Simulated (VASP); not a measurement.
# LuH2 (Fm-3m) in VASP: notebook

Runs on LuH2. Level: PBEsol. Tasks: single point.

Everything below comes from runs of VASP 6.6.1. Logs are shortened: lines on timing, memory, paths and dates and some standing lists are left out, and cuts for length are marked.

## 1. The cell of the first run

It takes space group Fm-3m (No. 225, cubic). The conventional cell has a = 4.930 Å, b = 4.930 Å, c = 4.930 Å, α = 90.00°, β = 90.00°, γ = 90.00°. Lu (site symmetry m-3m) has 8 H at 2.13 Å within 2.8 Å. H (site symmetry -43m) has 4 Lu at 2.13 Å and 6 H at 2.47 Å within 2.8 Å.

## 2. Single point, PBEsol

File INCAR:

```
SYSTEM = LuH2
  PREC = Accurate
  ENCUT = 520
  EDIFF = 1E-6
  ISMEAR = -1
  SIGMA = 0.05
  LREAL = .FALSE.
  LASPH = .TRUE.
  NELM = 100
  ALGO = Normal
  ISIF = 2
  LWAVE = .FALSE.
  LCHARG = .FALSE.
  GGA = PS
  NBANDS = 20
```

File KPOINTS:

```
regular mesh
0
G
  9 9 9
  0 0 0
```

File POSCAR:

```
LuH2
1.0
    0.0000000000      2.4651284426      2.4651284426
    2.4651284426      0.0000000000      2.4651284426
    2.4651284426      2.4651284426      0.0000000000
Lu H
1 2
Direct
    0.0000000000      0.0000000000      0.0000000000
    0.7500000000      0.7500000000      0.7500000000
    0.2500000000      0.2500000000      0.2500000000
```

Potentials or basis: VASP PAW PBE potentials, release 64 (Lu, H).

The run is started by

```sh
$ cat potpaw_PBE.64/Lu/POTCAR potpaw_PBE.64/H/POTCAR > POTCAR
$ mpirun -np 1 vasp_std > vasp.out
```

OUTCAR:

```text
SYSTEM = LuH2
   PREC = Accurate
   ENCUT = 520
   EDIFF = 1E-6
   ISMEAR = -1
   LREAL = .FALSE.
   LASPH = .TRUE.
   NELM = 100
   ISIF = 2
   GGA = PS

 ion  position               nearest neighbor table
   1  0.000  0.000  0.000-   2 2.13   2 2.13   2 2.13   2 2.13   3 2.13   3 2.13   3 2.13   3 2.13

   2  0.750  0.750  0.750-   1 2.13   1 2.13   1 2.13   1 2.13
   3  0.250  0.250  0.250-   1 2.13   1 2.13   1 2.13   1 2.13

  LATTYP: Found a face centered cubic cell.
 ALAT       =     4.9302568852

  Lattice vectors:

 A1 = (   0.0000000000,   2.4651284426,   2.4651284426)
 A2 = (   2.4651284426,   0.0000000000,   2.4651284426)
 A3 = (   2.4651284426,   2.4651284426,   0.0000000000)

Analysis of symmetry for initial positions (statically):
=====================================================================
 Subroutine PRICEL returns:
 Original cell was already a primitive cell.

 Routine SETGRP: Setting up the symmetry group for a
 face centered cubic supercell.

 Subroutine GETGRP returns: Found 48 space group operations
 (whereof 48 operations were pure point group operations)
 out of a pool of 48 trial point group operations.

The static configuration has the point symmetry O_h .

Analysis of symmetry for dynamics (positions and initial velocities):
=====================================================================
 Subroutine PRICEL returns:
 Original cell was already a primitive cell.

 Routine SETGRP: Setting up the symmetry group for a
 face centered cubic supercell.

 Subroutine GETGRP returns: Found 48 space group operations
 (whereof 48 operations were pure point group operations)
 out of a pool of 48 trial point group operations.

The dynamic configuration has the point symmetry O_h .

 Subroutine INISYM returns: Found 48 space group operations
 (whereof 48 operations are pure point group operations),
 and found     1 'primitive' translations

----------------------------------------------------------------------------------------

                                     Primitive cell

  volume of cell :      29.9605

  direct lattice vectors                    reciprocal lattice vectors
     0.000000000  2.465128443  2.465128443    -0.202829188  0.202829188  0.202829188
     2.465128443  0.000000000  2.465128443     0.202829188 -0.202829188  0.202829188
     2.465128443  2.465128443  0.000000000     0.202829188  0.202829188 -0.202829188

  length of vectors
     3.486218077  3.486218077  3.486218077     0.351310459  0.351310459  0.351310459

  position of ions in fractional coordinates (direct lattice)
     0.000000000  0.000000000  0.000000000
     0.750000000  0.750000000  0.750000000
     0.250000000  0.250000000  0.250000000

  ion indices of the primitive-cell ions
   primitive index   ion index
                 1           1
                 2           2
                 3           3

----------------------------------------------------------------------------------------

 KPOINTS: regular mesh

Automatic generation of k-mesh.
 Grid dimensions read from file:
 generate k-points for:    9    9    9

 Generating k-lattice:

  Cartesian coordinates                     Fractional coordinates (reciprocal lattice)
    -0.022536576  0.022536576  0.022536576     0.111111111  0.000000000  0.000000000
     0.022536576 -0.022536576  0.022536576     0.000000000  0.111111111  0.000000000
     0.022536576  0.022536576 -0.022536576     0.000000000  0.000000000  0.111111111

  Length of vectors
     0.039034495  0.039034495  0.039034495

  Shift w.r.t. Gamma in fractional coordinates (k-lattice)
     0.000000000  0.000000000  0.000000000

 Subroutine IBZKPT returns following result:
 ===========================================

 Found     35 irreducible k-points:

 Following reciprocal coordinates:
            Coordinates               Weight
  0.000000  0.000000  0.000000      1.000000
  0.111111  0.000000  0.000000      8.000000
  0.222222  0.000000  0.000000      8.000000
  0.333333  0.000000  0.000000      8.000000
  0.444444  0.000000  0.000000      8.000000
  0.111111  0.111111  0.000000      6.000000
[... 16 lines left out ...]
 -0.333333  0.333333  0.000000     12.000000
  0.444444  0.444444  0.000000      6.000000
 [... further k-points ...]
   k-points           NKPTS =     35   k-points in BZ     NKDIM =     35   number of bands    NBANDS=     20
   number of dos      NEDOS =    301   number of ions     NIONS =      3
   total plane-waves  NPLWV =  21952
   dimension x,y,z NGX =    28 NGY =   28 NGZ =   28
   dimension x,y,z NGXF=    56 NGYF=   56 NGZF=   56
   ions per type =               1   2
   NGX,Y,Z   is equivalent  to a cutoff of  13.35, 13.35, 13.35 a.u.
   NGXF,Y,Z  is equivalent  to a cutoff of  26.70, 26.70, 26.70 a.u.
 SYSTEM =  LuH2
   PREC   = accura    normal or accurate (medium, high low for compatibility)
   ISTART =      0    job   : 0-new  1-cont  2-samecut
   ICHARG =      2    charge: 1-file 2-atom 10-const
   ISPIN  =      1    spin polarized calculation?
   LNONCOLLINEAR =      F non collinear calculations
   LSORBIT =      F    spin-orbit coupling
   LASPH  =      T    aspherical Exc in radial PAW
   ENCUT  =  520.0 eV  38.22 Ry    6.18 a.u.   6.48  6.48  6.48*2*pi/ulx,y,z
   NELM   =    100;   NELMIN=  2; NELMDL= -5     # of ELM steps
   EDIFF  = 0.1E-05   stopping-criterion for ELM
   LREAL  =      F    real-space projection
   EDIFFG = 0.1E-04   stopping-criterion for IOM
   NSW    =      0    number of steps for IOM
   IBRION =     -1    ionic relax: 0-MD 1-quasi-New 2-CG
   NFREE  =      0    steps in history (QN), initial steepest desc. (CG)
   ISIF   =      2    stress and relaxation
   ISYM   =      2    0-nonsym 1-usesym 2-fastsym
   POTIM  = 0.5000    time-step for ionic-motion
   TEBEG  =    0.0;   TEEND  =   0.0 temperature during run
   PSTRESS=    0.0 pullay stress
   NELECT =      27.0000    total number of electrons
   NUPDOWN=      -1.0000    fix difference up-down
   EMIN   =  10.00;   EMAX   =-10.00  energy-range for DOS
   EFERMI =   0.00;   METHOD = LEGACY
   ISMEAR =    -1;   SIGMA  =   0.05  broadening in eV -4-tet -1-fermi 0-gaus
   EFERMI_NEDOS =   21; number of points for ismear=-14 and -15
   IALGO  =     38    algorithm
   IMIX   =      4    mixing-type and parameters
     AMIX     =   0.40;   BMIX     =  1.00
     AMIX_MAG =   1.60;   BMIX_MAG =  1.00
  volume/ion in A,a.u.               =       9.99        67.39
  Fermi-wavevector in a.u.,A,eV,Ry     =   1.581296  2.988216 34.021332  2.500497
  Thomas-Fermi vector in A             =   2.681393
   LORBIT       =      0    0 simple, 1 ext, 2 COOP (PROOUT), +10 PAW based schemes
   GGA     = PS    functional components
   LHFCALC =     F    Hartree Fock is set to
   AEXX    =    0.0000 exact exchange contribution
   IVDW    =     0    specifies the selected vdW correction
   LEPSILON=     F    determine dielectric tensor
   LRPA    =     F    only Hartree local field effects (RPA)
 non-spin polarized calculation
  energy-cutoff  :      520.00
  volume of cell :       29.96
 maximum number of plane-waves:       869
 NGX is ok and might be reduce to    28

 number of electron      26.9999997 magnetization

 Free energy of the ion-electron system (eV)
  ---------------------------------------------------
  ext. energy  EPLUGINS =         0.00000000
  ---------------------------------------------------
  free energy    TOTEN  =       -13.69426432 eV

  energy without entropy =      -13.68763952  energy(sigma->0) =      -13.69095192

 E-fermi :   2.7021     XC(G=0): -11.4970

 val. band max:        2.7008349006   @ k =  -0.3333   0.2222   0.0000
 cond. band min:       2.7863065011   @ k =  -0.4444   0.2222   0.1111
 fundamental gap:      0.0854716006
 Fermi energy:         2.7020962464

 k-point     1 :       0.0000    0.0000    0.0000
  band No.  band energies     occupation
      1     -53.1957      2.00000
      2     -23.6864      2.00000
      3     -23.6864      2.00000
      4     -23.6864      2.00000
      5      -6.7703      2.00000
      6      -2.3548      2.00000
[... 12 lines left out ...]
     19      13.2472      0.00000
     20      15.5262      0.00000

 k-point     2 :       0.1111    0.0000    0.0000
  band No.  band energies     occupation
      1     -53.1923      2.00000
      2     -23.7548      2.00000
      3     -23.6945      2.00000
      4     -23.6945      2.00000
      5      -6.4627      2.00000
      6      -2.3615      2.00000
[... 12 lines left out ...]
     19      12.0845      0.00000
     20      16.2510      0.00000

 k-point     3 :       0.2222    0.0000    0.0000
  band No.  band energies     occupation
      1     -53.1836      2.00000
      2     -23.9233      2.00000
      3     -23.7151      2.00000
      4     -23.7151      2.00000
      5      -5.6495      2.00000
      6      -2.3781      2.00000
[... 12 lines left out ...]
     19      11.1873      0.00000
     20      14.9505      0.00000

 k-point     4 :       0.3333    0.0000    0.0000
  band No.  band energies     occupation
      1     -53.1736      2.00000
      2     -24.1070      2.00000
      3     -23.7385      2.00000
      4     -23.7385      2.00000
      5      -4.6849      2.00000
      6      -2.3796      2.00000
[... 12 lines left out ...]
     19      11.9154      0.00000
     20      12.5579      0.00000

 k-point     5 :       0.4444    0.0000    0.0000
  band No.  band energies     occupation
      1     -53.1671      2.00000
      2     -24.2229      2.00000
      3     -23.7536      2.00000
      4     -23.7536      2.00000
      5      -4.1095      2.00000
      6      -2.3395      2.00000
[... 12 lines left out ...]
     19      10.0094      0.00000
     20      14.5092      0.00000
[... 353 lines left out ...]
      6      -2.5586      2.00000
[... 12 lines left out ...]
     19      12.2467      0.00000
     20      12.8132      0.00000

 k-point    22 :      -0.4444    0.3333    0.0000
  band No.  band energies     occupation
      1     -53.1579      2.00000
      2     -24.1497      2.00000
      3     -23.9568      2.00000
      4     -23.8350      2.00000
      5      -2.6814      2.00000
      6      -2.3612      2.00000
[... 12 lines left out ...]
     19      12.5341      0.00000
     20      12.8422      0.00000

 k-point    23 :      -0.3333    0.3333    0.0000
  band No.  band energies     occupation
      1     -53.1589      2.00000
      2     -24.0625      2.00000
      3     -24.0525      2.00000
      4     -23.8075      2.00000
      5      -2.8009      2.00000
      6      -2.3583      2.00000
[... 12 lines left out ...]
     19      11.6290      0.00000
     20      13.6854      0.00000

 k-point    24 :       0.4444    0.4444    0.0000
  band No.  band energies     occupation
      1     -53.1577      2.00000
      2     -24.2117      2.00000
      3     -23.8641      2.00000
      4     -23.8641      2.00000
      5      -2.6929      2.00000
      6      -2.3771      2.00000
[... 12 lines left out ...]
     19      10.6736      0.00000
     20      10.8106      0.00000

 [... further k-points ...]
[... 5 lines left out ...]
  --------------------------------------------------------------------------------------
  -------------------------------------------------------------------------------------
  Total        0.3970668      0.3970668      0.3970668      0.0000000      0.0000000      0.0000000
  in kB       21.2336901     21.2336901     21.2336901      0.0000000      0.0000000      0.0000000
  external PRESSURE =      21.2336901 kB  Pullay stress =       0.0000000 kB

 VOLUME and BASIS-vectors are now :
 -----------------------------------------------------------------------------
  energy-cutoff  :      520.00
  volume of cell :       29.96
      direct lattice vectors                 reciprocal lattice vectors
     0.000000000  2.465128443  2.465128443    -0.202829188  0.202829188  0.202829188
     2.465128443  0.000000000  2.465128443     0.202829188 -0.202829188  0.202829188
     2.465128443  2.465128443  0.000000000     0.202829188  0.202829188 -0.202829188

 POSITION                                       TOTAL-FORCE (eV/Angst)
 -----------------------------------------------------------------------------------
      0.00000      0.00000      0.00000         0.000000      0.000000      0.000000
      3.69769      3.69769      3.69769        -0.000000     -0.000000     -0.000000
      1.23256      1.23256      1.23256        -0.000000      0.000000      0.000000
 -----------------------------------------------------------------------------------
    total drift:                               -0.000000     -0.000000     -0.000000

  FREE ENERGIE OF THE ION-ELECTRON SYSTEM (eV)
  ---------------------------------------------------
  free  energy   TOTEN  =       -13.6942643248 eV

  energy  without entropy=      -13.6876395227  energy(sigma->0) =      -13.69095192
```

Run time: 11 s. Hardware: 1 thread of Intel Xeon 6975P-C (Granite Rapids), shared host; peak memory 0.18 GiB.

Results:

| Item | Value |
| --- | --- |
| Free energy | -13.6943 eV |
| Pressure | 2.1 GPa |

Caveat: the PAW data sets were made with another functional, which shifts forces and pressure a little; spin-orbit coupling is left out, which moves the levels of the heavy elements.

## 3. Single point, PBEsol

This run uses another cell than the first one, of 10.41 Å³/atom, 1.043 times its volume.

File INCAR:

```
SYSTEM = LuH2
ALGO = Normal ; EDIFF = 1E-6
ENCUT = 520 ; GGA = PS
ISIF = 2 ; ISMEAR = -1
LASPH = .TRUE. ; LCHARG = .FALSE.
LREAL = .FALSE. ; LWAVE = .FALSE.
NBANDS = 20 ; NELM = 60
PREC = Accurate ; SIGMA = 0.05
```

File KPOINTS:

```
k-points
0
G
  9 9 9
  0 0 0
```

File POSCAR:

```
LuH2
1.0
    0.0000000000      2.4996102294      2.4996102294
    2.4996102294      0.0000000000      2.4996102294
    2.4996102294      2.4996102294      0.0000000000
Lu H
1 2
Direct
    0.0000000000      0.0000000000      0.0000000000
    0.7500000000      0.7500000000      0.7500000000
    0.2500000000      0.2500000000      0.2500000000
```

Potentials or basis: VASP PAW PBE potentials, release 64 (Lu, H).

The run is started by

```sh
$ cat potpaw_PBE.64/Lu/POTCAR potpaw_PBE.64/H/POTCAR > POTCAR
$ mpirun -np 1 vasp_std > vasp.out
```

Wall time 11 s (1 thread of Intel Xeon 6975P-C (Granite Rapids), shared host); peak memory 0.18 GiB.

The run converged. Its results:

* Free energy: -13.6955 eV
* Pressure: -2.0 GPa

Levels at points of the mesh, in eV from the Fermi level:
| k point | band 11 | band 12 | band 13 | band 14 | band 15 | band 16 |
| --- | --- | --- | --- | --- | --- | --- |
| (0.00, 0.00, 0.00) | -4.74 | -4.74 | -0.35 | 1.42 | 1.42 | 1.42 |

Caveat: the PAW data sets were made with another functional, which shifts forces and pressure a little; spin-orbit coupling is left out, which moves the levels of the heavy elements.

## 4. Single point, PBEsol

This run uses another cell than the first one, of 10.62 Å³/atom, 1.064 times its volume.

File INCAR:

```
PREC = Accurate
ENCUT = 520
EDIFF = 1E-7
ISMEAR = -1
SIGMA = 0.05
LREAL = F
LASPH = T
NELM = 80
ALGO = Normal
ISIF = 2
LWAVE = F
LCHARG = F
GGA = PS
NBANDS = 20
```

File KPOINTS:

```
regular mesh
0
Gamma
  9 9 9
```

File POSCAR:

```
LuH2
1.0
    0.0000000000      2.5165000000      2.5165000000
    2.5165000000      0.0000000000      2.5165000000
    2.5165000000      2.5165000000      0.0000000000
Lu H
1 2
Direct
    0.0000000000      0.0000000000      0.0000000000
    0.7500000000      0.7500000000      0.7500000000
    0.2500000000      0.2500000000      0.2500000000
```

The run is started by

```sh
$ cat potpaw_PBE.64/Lu/POTCAR potpaw_PBE.64/H/POTCAR > POTCAR
$ mpirun -np 1 vasp_std > vasp.out
```

It took 13 s on 1 thread of Intel Xeon 6975P-C (Granite Rapids), shared host; peak memory 0.18 GiB.

It converged, with:

- Free energy: -13.6847 eV
- Pressure: -3.8 GPa

Levels at points of the mesh, in eV from the Fermi level:
```csv
k point,band 9,band 10,band 11,band 12,band 13,band 14,band 15,band 16,band 17,band 18
"(0.00, 0.00, 0.00)",-4.87,-4.81,-4.81,-4.81,-0.40,1.40,1.40,1.40,4.23,4.23
```

Caveat: the PAW data sets were made with another functional, which shifts forces and pressure a little; spin-orbit coupling is left out, which moves the levels of the heavy elements.

## 5. Single point, PBEsol

This run uses another cell than the first one, of 10.84 Å³/atom, 1.085 times its volume.

File INCAR:

```
PREC = Accurate
ENCUT = 520
EDIFF = 1E-6
ISMEAR = -1
SIGMA = 0.05
LREAL = False
LASPH = True
NELM = 80
ALGO = Normal
ISIF = 2
LWAVE = False
LCHARG = False
GGA = PS
NBANDS = 20
```

KPOINTS is that of step 4.

File POSCAR:

```
LuH2
1.0
    0.0000000000      2.5331660486      2.5331660486
    2.5331660486      0.0000000000      2.5331660486
    2.5331660486      2.5331660486      0.0000000000
Lu H
1 2
Direct
    0.0000000000      0.0000000000      0.0000000000
    0.7500000000      0.7500000000      0.7500000000
    0.2500000000      0.2500000000      0.2500000000
```

The run is started by

```sh
$ cat potpaw_PBE.64/Lu/POTCAR potpaw_PBE.64/H/POTCAR > POTCAR
$ mpirun -np 1 vasp_std > vasp.out
```

It took 11 s on 1 thread of Intel Xeon 6975P-C (Granite Rapids), shared host; peak memory 0.18 GiB.

It converged, with:

```yaml
Free_energy: -13.6671 eV
Pressure: -5.4 GPa
```

Levels at points of the mesh, in eV from the Fermi level:
```tsv
k point	band 9	band 10	band 11	band 12	band 13	band 14	band 15	band 16	band 17	band 18
(0.00, 0.00, 0.00)	-4.93	-4.87	-4.87	-4.87	-0.45	1.38	1.38	1.38	4.15	4.15
```

Caveat: the PAW data sets were made with another functional, which shifts forces and pressure a little; spin-orbit coupling is left out, which moves the levels of the heavy elements.

## 6. Single point, PBEsol

File INCAR:

```
PREC     = Accurate       # precision mode
ENCUT    = 520            # plane-wave cutoff, eV
EDIFF    = 1E-6           # SCF threshold, eV
ISMEAR   = -1             # smearing method
SIGMA    = 0.05           # smearing width, eV
LREAL    = F              # projectors in reciprocal space
LASPH    = T              # aspherical terms in the spheres
NELM     = 60             # most SCF steps
ALGO     = Normal         # electronic algorithm
ISIF     = 2              # what is computed and relaxed
LWAVE    = F              # write WAVECAR
LCHARG   = F              # write CHGCAR
GGA      = PS             # functional
NBANDS   = 20             # bands
```

File KPOINTS:

```
Automatic mesh
0
Gamma
  9 9 9
```

File POSCAR:

```
LuH2
1.0
    0.0000000000      2.4651284426      2.4651284426
    2.4651284426      0.0000000000      2.4651284426
    2.4651284426      2.4651284426      0.0000000000
Lu H
1 2
Direct
    0.0000000000      0.0000000000      0.0000000000
    0.7500000000      0.7500000000      0.7500000000
    0.2500000000      0.2500000000      0.2500000000
```

Potentials or basis: VASP PAW PBE potentials, release 64 (Lu, H).

The run is started by

```sh
$ cat potpaw_PBE.64/Lu/POTCAR potpaw_PBE.64/H/POTCAR > POTCAR
$ mpirun -np 1 vasp_std > vasp.out
```

Wall time 16 s (1 thread of Intel Xeon Platinum 8488C (Sapphire Rapids), shared host); peak memory 0.18 GiB.

The run converged. Its results:

```yaml
Free_energy: -13.6943 eV
Pressure: 2.1 GPa
```

Levels at points of the mesh, in eV from the Fermi level:
```csv
k point,band 11,band 12,band 13,band 14,band 15,band 16
"(0.00, 0.00, 0.00)",-4.61,-4.61,-0.23,1.47,1.47,1.47
```

Caveat: the PAW data sets were made with another functional, which shifts forces and pressure a little; spin-orbit coupling is left out, which moves the levels of the heavy elements.

## 7. Summary

| cell | gap on the mesh (eV) | pressure (GPa) |
| --- | --- | --- |
| a = 3.486 Å, angles 60.0°, 3 atoms | none | 2.1 |
| a = 3.535 Å, angles 60.0°, 3 atoms | none | -2.0 |
| a = 3.559 Å, angles 60.0°, 3 atoms | none | -3.8 |
| a = 3.582 Å, angles 60.0°, 3 atoms | none | -5.4 |

Alike in all rows: task single point; level PBEsol; potentials or basis VASP PAW PBE potentials, release 64 (Lu, H); no spin polarisation; k mesh 9 × 9 × 9; cutoff (eV) 520; smearing fermi-dirac 0.05 eV.

Caveats: the PAW data sets were made with another functional, which shifts forces and pressure a little; spin-orbit coupling is left out, which moves the levels of the heavy elements.

Absolute energies hang on the potentials; compare differences alone.
